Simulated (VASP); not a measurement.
## NaF: relaxation of cell and atoms with PBE

NaF:

```
CELL_PARAMETERS angstrom
0.00000 3.17454 5.74238
1.65019 0.00000 5.74238
1.65019 3.17454 0.00000
ATOMIC_POSITIONS crystal
Na 0.18351 0.18351 0.81649
Na 0.43350 0.43350 0.06649
F 0.81649 0.81649 0.18351
F 0.06649 0.06649 0.43350
```

| Quantity | Value |
| --- | --- |
| Program | VASP 6.6.1 |
| Task | relaxation of cell and atoms |
| Functional | PBE |
| Potentials or basis | VASP PAW PBE potentials, release 64 (Na_pv, F) |
| Cutoff | 600 eV |
| k mesh | 8 × 8 × 8 |
| Occupations | gaussian, width 0.01 eV |
| Spin | no spin polarisation |
| Dipole correction | no |
| Further INCAR settings | ALGO = Normal; EDIFF = 1e-07; IBRION = 2; EDIFFG = -0.001; NSW = 80; ISIF = 3 |

```yaml
Relaxed_volume: 14.96 Å³/atom
Relaxed_cell: a = 6.557 Å, b = 5.982 Å, c = 3.558 Å, α = 82.64°, β = 64.80°, γ = 32.56°
Space_group_after_relaxing_to_0.1_Å: Fdd2 (No. 43)
Energy_gained_by_relaxing: 0.1 meV/atom
Ionic_steps: 18
Pressure_after_relaxing: 0.0 GPa
Band_gap_on_the_k_mesh: 5.39 eV
```

The path:
```csv
step,energy change (eV),largest force (eV/Å),pressure (GPa),volume (Å³)
1,0.0000,0.0020,-0.13,60.16
2,-0.0001,0.0020,-0.06,60.05
3,-0.0001,0.0020,-0.03,59.99
4,-0.0001,0.0020,0.06,59.85
5,-0.0001,0.0021,0.00,59.91
6,-0.0001,0.0020,0.03,59.90
7,-0.0001,0.0030,0.02,59.89
8,-0.0002,0.0059,0.00,59.87
9,-0.0002,0.0116,-0.03,59.82
10,-0.0002,0.0076,0.00,59.85
11,-0.0002,0.0029,0.00,59.85
12,-0.0002,0.0020,0.00,59.85
13,-0.0002,0.0005,0.00,59.85
14,-0.0002,0.0028,-0.01,59.85
15,-0.0002,0.0011,0.00,59.85
16,-0.0003,0.0004,0.00,59.84
17,-0.0003,0.0001,0.01,59.84
18,-0.0003,0.0002,0.00,59.84
```

Final structure:
```
Na F
1.0
     0.00000    3.15208    5.74952
     1.65097    0.00000    5.74952
     1.65097    3.15208    0.00000
Na F
2 2
Cartesian
  1.6510 3.1521 2.1138
  0.8255 1.5760 4.9885
  1.6510 3.1521 9.3853
  0.8255 1.5760 0.7610
```

Levels at points of the mesh, in eV from the valence-band top:
| k point | band 12 | band 13 | band 14 | band 15 | band 16 | band 17 |
| --- | --- | --- | --- | --- | --- | --- |
| (0.00, 0.00, 0.00) | -0.19 | -0.09 | 0.00 | 5.39 | 9.65 | 10.58 |
| (0.50, 0.00, 0.00) | -0.42 | -0.36 | -0.21 | 9.85 | 10.64 | 11.57 |
| (0.50, 0.50, 0.00) | -0.24 | -0.05 | -0.05 | 6.97 | 6.97 | 13.73 |
| (0.50, 0.00, 0.50) | -0.61 | -0.20 | -0.20 | 9.56 | 9.56 | 12.87 |
| (0.00, 0.50, 0.50) | -0.37 | -0.20 | -0.20 | 9.96 | 9.96 | 11.27 |

Run time: 15 min on 1 thread of AMD EPYC 9R45 96-Core Processor (Zen 5), with other jobs on the host, peak memory 0.3 GiB.

A k mesh can miss the band edges.
